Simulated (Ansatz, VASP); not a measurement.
Two plane-wave programs on TiC

The input INCAR:

```
ALGO = Normal
EDIFF = 1E-7
ENCUT = 520
GGA = PE
ISIF = 2
ISMEAR = 0
LASPH = T
LCHARG = T
LELF = T
LREAL = F
LVHAR = T
LWAVE = F
NBANDS = 24
NELM = 100
PREC = Accurate
SIGMA = 0.15
```

The input KPOINTS:

```
k-points
0
Gamma
  20 20 14
```

File POSCAR:

```
TiC
1.0
    0.0000000000     -2.1664615256     -2.1664615256
    0.0000000000      2.1664615256     -2.1664615256
    4.3329230512      0.0000000000      0.0000000000
Ti C
2 2
Direct
    0.5043433342      0.4956566658      0.5000000000
    1.0043433342      0.9956566658      0.0000000000
    0.4826906688      0.5173093312      0.0000000000
   -0.0173093312      0.0173093312      0.5000000000
```

Input for Ansatz:

```yaml
crystal:
  lattice:
    - [0.0, -2.1664615256, -2.1664615256]
    - [0.0, 2.1664615256, -2.1664615256]
    - [4.3329230512, 0.0, 0.0]
  atoms:
    - { symbol: Ti, position: [0.5043433342, 0.4956566658, 0.5] }
    - { symbol: Ti, position: [1.0043433342, 0.9956566658, 0.0] }
    - { symbol: C, position: [0.4826906688, 0.5173093312, 0.0] }
    - { symbol: C, position: [-0.0173093312, 0.0173093312, 0.5] }
basis:
  ecutwfc: 420
kpoints:
  mp_grid: { grid: [20, 20, 14] }
hamiltonian:
  xc: pbe
scf:
  occupations: { method: gaussian, width: 0.15 }
output:
  forces: true
  stress: true
  eigenvalues: true
```

Change from the starting cell: mode 7 (512.3 1/cm) frozen in, largest displacement +0.075 Å.

Alike in both runs: task single point; functional PBE; k mesh 20 × 20 × 14; occupations gaussian, width 0.15 eV; no spin polarisation.

|  | VASP | Ansatz |
| --- | --- | --- |
| version | VASP 6.6.1 | Ansatz 0.2.0 |
| potentials or method | VASP PAW PBE potentials, release 64 (Ti_sv, C), cutoff 520 eV | scalar-relativistic, plane waves, PAW |
| valence electrons in the cell | 32 | 32 |

|  | VASP | Ansatz | Ansatz less VASP |
| --- | --- | --- | --- |
| gap on the k mesh at the Fermi level (eV) | none | none | - |
| pressure (GPa) | 1.3 | 1.0 | -0.21 |
| traceless stress, the component that is largest in VASP (GPa) | 1.61 | 1.59 | -0.018 |
| rms of the force components (eV/Å) | 0.491 | 0.489 | -0.0025 |

Atom by atom the forces differ by 0.003 eV/Å (rms over components). A gap of «none» marks a metal or a gap that the smearing closes. With one functional, cell and mesh, what is left measures potentials, basis and numerics.
